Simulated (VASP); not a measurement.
Input of a VASP 6.6.1 run:

File INCAR:

```
ALGO = Normal
DIPOL = 0.5 0.5 0.330
EDIFF = 1E-6
ENCUT = 520
GGA = PE
GGA_COMPAT = False
IDIPOL = 3
ISIF = 2
ISMEAR = 0
LASPH = True
LCHARG = True
LDIPOL = True
LELF = True
LREAL = False
LVACPOTAV = True
LVHAR = True
LWAVE = False
NBANDS = 28
NELM = 120
NELMDL = -8
PREC = Accurate
SIGMA = 0.1
```

Contents of KPOINTS:

```
k-points
0
Gamma
  9 3 1
```

POSCAR

```
Al9O
1.0
    2.8535431553      0.0000000000      0.0000000000
   -1.4267715776      9.7014842380      0.0000000000
    0.0000000000      0.0000000000     20.2903703519
Al O
9 1
Direct
    0.5324432082      0.0648864163      0.1971378506
    0.6709612116      0.3419224231      0.2462112388
    0.2986648122      0.5973296244      0.2560259164
    0.9263684129      0.8527368258      0.2658405940
    0.0639544186      0.1277109169      0.3154271774
    0.1995835202      0.4042231294      0.3707799915
    0.8288001075      0.6596656514      0.3785021758
    0.4526153831      0.9110819252      0.3874246337
    0.5924854486      0.1814072004      0.4332286794
    1.0924854486      0.9314072004      0.4500433458
```

Potentials or basis: VASP PAW PBE potentials, release 64 (Al, O).

Launch:

```console
$ cat potpaw_PBE.64/Al/POTCAR potpaw_PBE.64/O/POTCAR > POTCAR
$ mpirun -np 1 vasp_std > vasp.out
```

(1) What does it give for the band gap on the k mesh?

(2) Predict the largest force.

Answers

(1) zero (an odd number of electrons rules out a gap without spin polarisation).

(2) 2.748 eV/Å.

Caveat: an odd number of electrons without spin polarisation forces a metal; a magnetic or distorted state may lie lower.
